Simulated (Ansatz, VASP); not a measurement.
# Two plane-wave programs on GaN

```
Ga N
1.0
     0.00000    2.09130    2.09130
     2.09130    0.00000    2.09130
     2.09130    2.09130    0.00000
Ga N
1 1
Direct
  0.00000 0.00000 0.00000
  0.50000 0.50000 0.50000
```

Alike in both runs: functional LDA; k mesh 8 × 8 × 8; occupations gaussian, width 0.1 eV; no spin polarisation.

Ansatz relaxed the structure, and its values are those at the end. VASP's run is a single point on that final structure, the one shown.

```csv
,VASP,Ansatz
version,VASP 6.6.1,Ansatz 0.2.0
potentials or method,"VASP PAW LDA potentials, release 64 (Ga_d, N_h), cutoff 1330 eV","scalar-relativistic, plane waves, PAW"
valence electrons in the cell,18,18
```

|  | VASP | Ansatz | Ansatz less VASP |
| --- | --- | --- | --- |
| gap on the k mesh at the Fermi level (eV) | 0.63 | 0.61 | -0.021 |
| least direct gap on the mesh (eV) | 3.24 | 3.21 | -0.032 |
| pressure (GPa) | 1.0 | -0.3 | -1.31 |

LDA's correlation is that of Perdew and Zunger in VASP and of Perdew and Wang (1992) in Ansatz.
